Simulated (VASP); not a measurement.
# CaO (Lime) (Fm-3m) in VASP: a series of runs, part 2 of 3

VASP 6.6.1. Earlier steps stand in the parts before.

## (3) Single point, PBEsol

This run uses another cell than the first one, of 10.91 Å³/atom, 0.961 times its volume.

The input, INCAR:

```
SYSTEM = CaO
PREC = Accurate ; ENCUT = 520
EDIFF = 1E-6 ; ISMEAR = 0
SIGMA = 0.01 ; LREAL = .False.
LASPH = .True. ; NELM = 80
ALGO = Normal ; ISIF = 2
LWAVE = .False. ; LCHARG = .False.
GGA = PS ; NBANDS = 15
```

The input, KPOINTS:

```
regular mesh
0
Gamma
  7 7 7
  0 0 0
```

The input, POSCAR:

```
CaO
1.0
    0.0000000000      2.2181835838      2.2181835838
    2.2181835838      0.0000000000      2.2181835838
    2.2181835838      2.2181835838      0.0000000000
Ca O
1 1
Direct
    0.0000000000      0.0000000000      0.0000000000
    0.5000000000      0.5000000000      0.5000000000
```

Potentials or basis: VASP PAW PBE potentials, release 64 (Ca_sv, O).

Command:

```bash
$ cat potpaw_PBE.64/Ca_sv/POTCAR potpaw_PBE.64/O/POTCAR > POTCAR
$ mpirun -np 1 vasp_std > vasp.out
```

OUTCAR:

```text
SYSTEM = CaO
   PREC = Accurate
   ENCUT = 520
   EDIFF = 1E-6
   ISMEAR = 0
   LREAL = .False.
   LASPH = .True.
   NELM = 80
   ISIF = 2
   GGA = PS

 ion  position               nearest neighbor table
   1  0.000  0.000  0.000-   2 2.22   2 2.22   2 2.22   2 2.22   2 2.22   2 2.22
   2  0.500  0.500  0.500-   1 2.22   1 2.22   1 2.22   1 2.22   1 2.22   1 2.22

  LATTYP: Found a face centered cubic cell.
 ALAT       =     4.4363671676

  Lattice vectors:

 A1 = (   0.0000000000,   2.2181835838,   2.2181835838)
 A2 = (   2.2181835838,   0.0000000000,   2.2181835838)
 A3 = (   2.2181835838,   2.2181835838,   0.0000000000)

Analysis of symmetry for initial positions (statically):
=====================================================================
 Subroutine PRICEL returns:
 Original cell was already a primitive cell.

 Routine SETGRP: Setting up the symmetry group for a
 face centered cubic supercell.

 Subroutine GETGRP returns: Found 48 space group operations
 (whereof 48 operations were pure point group operations)
 out of a pool of 48 trial point group operations.

The static configuration has the point symmetry O_h .

Analysis of symmetry for dynamics (positions and initial velocities):
[... 172 lines left out ...]
     10      10.4192      0.00000
     11      10.4192      0.00000
     12      10.5514      0.00000
     13      12.4362      0.00000
     14      12.4362      0.00000
[... 329 lines left out ...]
      2     -14.9052      2.00000
      3     -14.3678      2.00000
      4     -13.9408      2.00000
      5     -10.7332      2.00000
      6       1.9355      2.00000
      7       2.7045      2.00000
      8       2.7520      2.00000
      9      10.1376      0.00000
     10      11.5198      0.00000
     11      14.1016      0.00000
     12      14.7304      0.00000
     13      15.7118      0.00000
     14      20.2940      0.00000
     15      20.7487      0.00000

------------------------ aborting loop because EDIFF is reached ----------------------------------------

  FORCE on cell =-STRESS in cart. coord.  units (eV):
  Direction    XX          YY          ZZ          XY          YZ          ZX
  --------------------------------------------------------------------------------------
  -------------------------------------------------------------------------------------
  Total        5.6680000      5.6680000      5.6680000     -0.0000000      0.0000000      0.0000000
  in kB      416.0235988    416.0235988    416.0235988     -0.0000000      0.0000000      0.0000000
  external PRESSURE =     416.0235988 kB  Pullay stress =       0.0000000 kB

 VOLUME and BASIS-vectors are now :
 -----------------------------------------------------------------------------
  energy-cutoff  :      520.00
  volume of cell :       21.83
      direct lattice vectors                 reciprocal lattice vectors
     0.000000000  2.218183584  2.218183584    -0.225409657  0.225409657  0.225409657
     2.218183584  0.000000000  2.218183584     0.225409657 -0.225409657  0.225409657
     2.218183584  2.218183584  0.000000000     0.225409657  0.225409657 -0.225409657

 POSITION                                       TOTAL-FORCE (eV/Angst)
 -----------------------------------------------------------------------------------
      0.00000      0.00000      0.00000         0.000000      0.000000      0.000000
      2.21818      2.21818      2.21818        -0.000000      0.000000     -0.000000
 -----------------------------------------------------------------------------------
    total drift:                                0.000000     -0.000000     -0.000000

  FREE ENERGIE OF THE ION-ELECTRON SYSTEM (eV)
  ---------------------------------------------------
  free  energy   TOTEN  =       -12.8278450453 eV

  energy  without entropy=      -12.8278450453  energy(sigma->0) =      -12.82784505
```

OSZICAR:

```text
N       E                     dE             d eps       ncg     rms          rms(c)
DAV:   1     0.123026814532E+03    0.12303E+03   -0.83817E+03   600   0.112E+03
DAV:   2    -0.985428310934E+01   -0.13288E+03   -0.12447E+03   747   0.306E+02
DAV:   3    -0.143853152305E+02   -0.45310E+01   -0.45154E+01   650   0.581E+01
DAV:   4    -0.144874565266E+02   -0.10214E+00   -0.10201E+00   868   0.803E+00
DAV:   5    -0.144897520825E+02   -0.22956E-02   -0.22956E-02   643   0.111E+00    0.837E+00
DAV:   6    -0.128970437124E+02    0.15927E+01   -0.39107E+00   691   0.221E+01    0.306E+00
DAV:   7    -0.128461758032E+02    0.50868E-01   -0.34468E-01   728   0.640E+00    0.170E+00
DAV:   8    -0.128294527140E+02    0.16723E-01   -0.64863E-02   789   0.264E+00    0.396E-01
DAV:   9    -0.128275757398E+02    0.18770E-02   -0.55706E-03   656   0.774E-01    0.101E-01
DAV:  10    -0.128278773458E+02   -0.30161E-03   -0.55298E-04   705   0.281E-01    0.424E-02
DAV:  11    -0.128278446312E+02    0.32715E-04   -0.53641E-05   795   0.103E-01    0.737E-03
DAV:  12    -0.128278450453E+02   -0.41407E-06   -0.71135E-06   677   0.266E-02
   1 F= -.12827845E+02 E0= -.12827845E+02  d E =-.100436-153
```

stdout:

```text
POSCAR found type information on POSCAR CaO
 POSCAR found :  2 types and       2 ions
 scaLAPACK will be used
 -----------------------------------------------------------------------------
|                                                                             |
|                                                                             |
|     You enforced a specific xc type in the INCAR file but a different       |
|     I HOPE YOU KNOW WHAT YOU ARE DOING!                                     |
|                                                                             |
 -----------------------------------------------------------------------------

 LDA part: xc-table for (Slater+PW92), standard interpolation
 POSCAR, INCAR and KPOINTS ok, starting setup
 FFT: planning ... GRIDC
 FFT: planning ... GRID_SOFT
 FFT: planning ... GRID
 WAVECAR not read
 entering main loop
```

Run time: 7.4 s. Hardware: 1 thread of AMD EPYC 7R43 (Zen 3), shared host; peak memory 0.1 GiB.

What came out:

```yaml
Free_energy: -12.8278 eV
Pressure: 41.6 GPa
Band_gap_on_the_k_mesh: 3.38 eV, indirect (least direct gap 3.65 eV)
```

Caveat: the PAW data sets were made with another functional, which shifts forces and pressure a little.

## (4) Single point, PBEsol

This run uses another cell than the first one, of 12.58 Å³/atom, 1.108 times its volume.

The input, INCAR:

```
PREC = Accurate
ENCUT = 520
EDIFF = 1E-7
ISMEAR = 0
SIGMA = 0.01
LREAL = F
LASPH = T
NELM = 80
ALGO = Normal
ISIF = 2
LWAVE = F
LCHARG = T
GGA = PS
LELF = T
LVHAR = T
NBANDS = 15
```

The input, KPOINTS:

```
Automatic mesh
0
Gamma
  7 7 7
```

The input, POSCAR:

```
CaO
1.0
    0.0000000000      2.3257635726      2.3257635726
    2.3257635726      0.0000000000      2.3257635726
    2.3257635726      2.3257635726      0.0000000000
Ca O
1 1
Direct
    0.0000000000      0.0000000000      0.0000000000
    0.5000000000      0.5000000000      0.5000000000
```

Command:

```bash
$ cat potpaw_PBE.64/Ca_sv/POTCAR potpaw_PBE.64/O/POTCAR > POTCAR
$ mpirun -np 1 vasp_std > vasp.out
```

It took 9.2 s on 1 thread of AMD EPYC 7R43 (Zen 3), shared host; peak memory 0.1 GiB.

Results (log left out):

```
Free energy            : -13.3429 eV
Pressure               : 10.9 GPa
Band gap on the k mesh : 3.57 eV, indirect (least direct gap 3.92 eV)
```

Levels at points of the mesh, in eV from the valence-band top:
```tsv
k point	band 6	band 7	band 8	band 9	band 10	band 11
(0.00, 0.00, 0.00)	0.00	0.00	0.00	5.40	6.41	6.41
```

Caveat: the PAW data sets were made with another functional, which shifts forces and pressure a little. Expect the measured gap to be larger: semilocal functionals such as PBEsol lack the derivative discontinuity.

## (5) Single point, PBEsol

This run uses another cell than the first one, of 11.89 Å³/atom, 1.047 times its volume.

The input, INCAR:

```
PREC     = Accurate       # precision mode
ENCUT    = 520            # plane-wave cutoff, eV
EDIFF    = 1E-7           # SCF threshold, eV
ISMEAR   = 0              # smearing method
SIGMA    = 0.01           # smearing width, eV
LREAL    = False          # projectors in reciprocal space
LASPH    = True           # aspherical terms in the spheres
NELM     = 100            # most SCF steps
ALGO     = Normal         # electronic algorithm
ISIF     = 2              # what is computed and relaxed
LWAVE    = False          # write WAVECAR
LCHARG   = False          # write CHGCAR
GGA      = PS             # functional
NBANDS   = 15             # bands
```

The input, KPOINTS:

```
regular mesh
0
Gamma
  7 7 7
```

The input, POSCAR:

```
CaO
1.0
    0.0000000000      2.2823820660      2.2823820660
    2.2823820660      0.0000000000      2.2823820660
    2.2823820660      2.2823820660      0.0000000000
Ca O
1 1
Direct
    0.0000000000      0.0000000000      0.0000000000
    0.5000000000      0.5000000000      0.5000000000
```

Potentials or basis: VASP PAW PBE potentials, release 64 (Ca_sv, O).

Command:

```bash
$ cat potpaw_PBE.64/Ca_sv/POTCAR potpaw_PBE.64/O/POTCAR > POTCAR
$ mpirun -np 1 vasp_std > vasp.out
```

OUTCAR:

```text
PREC = Accurate
   ENCUT = 520
   EDIFF = 1E-7
   ISMEAR = 0
   LREAL = False
   LASPH = True
   NELM = 100
   ISIF = 2
   GGA = PS

 ion  position               nearest neighbor table
   1  0.000  0.000  0.000-   2 2.28   2 2.28   2 2.28   2 2.28   2 2.28   2 2.28
   2  0.500  0.500  0.500-   1 2.28   1 2.28   1 2.28   1 2.28   1 2.28   1 2.28

  LATTYP: Found a face centered cubic cell.
 ALAT       =     4.5647641320

  Lattice vectors:

 A1 = (   0.0000000000,   2.2823820660,   2.2823820660)
[... 539 lines left out ...]
------------------------ aborting loop because EDIFF is reached ----------------------------------------

  FORCE on cell =-STRESS in cart. coord.  units (eV):
  Direction    XX          YY          ZZ          XY          YZ          ZX
  --------------------------------------------------------------------------------------
  -------------------------------------------------------------------------------------
  Total        3.1420625      3.1420625      3.1420625      0.0000000      0.0000000     -0.0000000
  in kB      211.7046381    211.7046381    211.7046381      0.0000000      0.0000000     -0.0000000
  external PRESSURE =     211.7046381 kB  Pullay stress =       0.0000000 kB

 VOLUME and BASIS-vectors are now :
 -----------------------------------------------------------------------------
  energy-cutoff  :      520.00
  volume of cell :       23.78
      direct lattice vectors                 reciprocal lattice vectors
     0.000000000  2.282382066  2.282382066    -0.219069369  0.219069369  0.219069369
     2.282382066  0.000000000  2.282382066     0.219069369 -0.219069369  0.219069369
     2.282382066  2.282382066  0.000000000     0.219069369  0.219069369 -0.219069369

 POSITION                                       TOTAL-FORCE (eV/Angst)
 -----------------------------------------------------------------------------------
      0.00000      0.00000      0.00000         0.000000      0.000000      0.000000
      2.28238      2.28238      2.28238        -0.000000      0.000000     -0.000000
 -----------------------------------------------------------------------------------
    total drift:                                0.000000     -0.000000     -0.000000

  FREE ENERGIE OF THE ION-ELECTRON SYSTEM (eV)
  ---------------------------------------------------
  free  energy   TOTEN  =       -13.2047285921 eV

  energy  without entropy=      -13.2047285921  energy(sigma->0) =      -13.20472859
```

OSZICAR:

```text
N       E                     dE             d eps       ncg     rms          rms(c)
DAV:   1     0.125327237879E+03    0.12533E+03   -0.85590E+03   600   0.111E+03
DAV:   2    -0.100312947036E+02   -0.13536E+03   -0.12670E+03   755   0.294E+02
DAV:   3    -0.146837589292E+02   -0.46525E+01   -0.46261E+01   719   0.580E+01
DAV:   4    -0.147882273656E+02   -0.10447E+00   -0.10443E+00   790   0.786E+00
DAV:   5    -0.147898994800E+02   -0.16721E-02   -0.16721E-02   705   0.953E-01    0.820E+00
DAV:   6    -0.132824551920E+02    0.15074E+01   -0.39764E+00   684   0.214E+01    0.320E+00
DAV:   7    -0.132219190369E+02    0.60536E-01   -0.33356E-01   719   0.633E+00    0.172E+00
DAV:   8    -0.132061608532E+02    0.15758E-01   -0.67792E-02   789   0.272E+00    0.408E-01
DAV:   9    -0.132044360466E+02    0.17248E-02   -0.53639E-03   621   0.666E-01    0.972E-02
DAV:  10    -0.132047524310E+02   -0.31638E-03   -0.48254E-04   698   0.259E-01    0.364E-02
DAV:  11    -0.132047292092E+02    0.23222E-04   -0.43076E-05   831   0.904E-02    0.582E-03
DAV:  12    -0.132047289276E+02    0.28164E-06   -0.52022E-06   684   0.216E-02    0.440E-03
DAV:  13    -0.132047285830E+02    0.34455E-06   -0.64855E-07   867   0.765E-03    0.503E-04
DAV:  14    -0.132047285921E+02   -0.90970E-08   -0.75980E-08   448   0.227E-03
   1 F= -.13204729E+02 E0= -.13204729E+02  d E =-.147311E-44
```

stdout:

```text
POSCAR found type information on POSCAR CaO
 POSCAR found :  2 types and       2 ions
 scaLAPACK will be used
 -----------------------------------------------------------------------------
|                                                                             |
|                                                                             |
|     You enforced a specific xc type in the INCAR file but a different       |
|     I HOPE YOU KNOW WHAT YOU ARE DOING!                                     |
|                                                                             |
 -----------------------------------------------------------------------------

 LDA part: xc-table for (Slater+PW92), standard interpolation
 POSCAR, INCAR and KPOINTS ok, starting setup
 FFT: planning ... GRIDC
 FFT: planning ... GRID_SOFT
 FFT: planning ... GRID
 WAVECAR not read
 entering main loop
```

Run time: 11 s. Hardware: 1 thread of AMD EPYC 7R43 (Zen 3), shared host; peak memory 0.1 GiB.

Results:

```
Free energy            : -13.2047 eV
Pressure               : 21.2 GPa
Band gap on the k mesh : 3.51 eV, indirect (least direct gap 3.84 eV)
```

Levels at points of the mesh, in eV from the valence-band top:
```csv
k point,band 4,band 5,band 6,band 7,band 8,band 9,band 10,band 11,band 12,band 13
"(0.00, 0.00, 0.00)",-17.50,-15.75,0.00,0.00,0.00,5.92,6.51,6.51,6.51,8.35
```

Caveat: the PAW data sets were made with another functional, which shifts forces and pressure a little. A k mesh can miss the band edges.

[end of part 2 of 3]
